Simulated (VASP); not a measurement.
Set up this calculation in VASP 6.6.1, as the native input.

| Quantity | Value |
| --- | --- |
| Task | single point |
| Functional | LDA |
| Potentials or basis | VASP PAW LDA potentials, release 64 (Si) |
| Cutoff | 520 eV |
| k mesh | 15 × 15 × 1 |
| Occupations | gaussian, width 0.1 eV |
| Spin | no spin polarisation |
| Dipole correction | yes |
| Further INCAR settings | ALGO = Normal; EDIFF = 1e-06; NBANDS = 11 |

The structure of Si lies in POSCAR:

```
Si
1.0
    3.8920000000      0.0000000000      0.0000000000
   -1.9460000000      3.3705708715      0.0000000000
    0.0000000000      0.0000000000     28.0000000000
Si
2
Direct
    0.3333333333      0.6666666667      0.5101964286
    0.6666666667      0.3333333333      0.4898035714
```

The input as run:

INCAR

```
SYSTEM = Si
  ALGO = Normal
  DIPOL = 0.5 0.5 0.500
  EDIFF = 1E-6
  ENCUT = 520
  GGA = CA
  IDIPOL = 3
  ISIF = 2
  ISMEAR = 0
  LASPH = .True.
  LCHARG = .False.
  LDIPOL = .True.
  LREAL = .False.
  LWAVE = .False.
  NBANDS = 11
  NELM = 60
  PREC = Accurate
  SIGMA = 0.1
```

KPOINTS

```
k-points
0
Gamma
  15 15 1
  0 0 0
```

Potentials or basis: VASP PAW LDA potentials, release 64 (Si).

The run is started by

```bash
$ cat potpaw_LDA.64/Si/POTCAR > POTCAR
$ mpirun -np 1 vasp_std > vasp.out
```

Results of the run:

- Largest force: 0.446 eV/Å
- Band gap on the k mesh: zero (filled and empty bands touch)

Run time: 3.2 min on 1 thread of AMD EPYC 7R43 64-Core Processor (Zen 3) (shared host), peak memory 0.33 GiB.
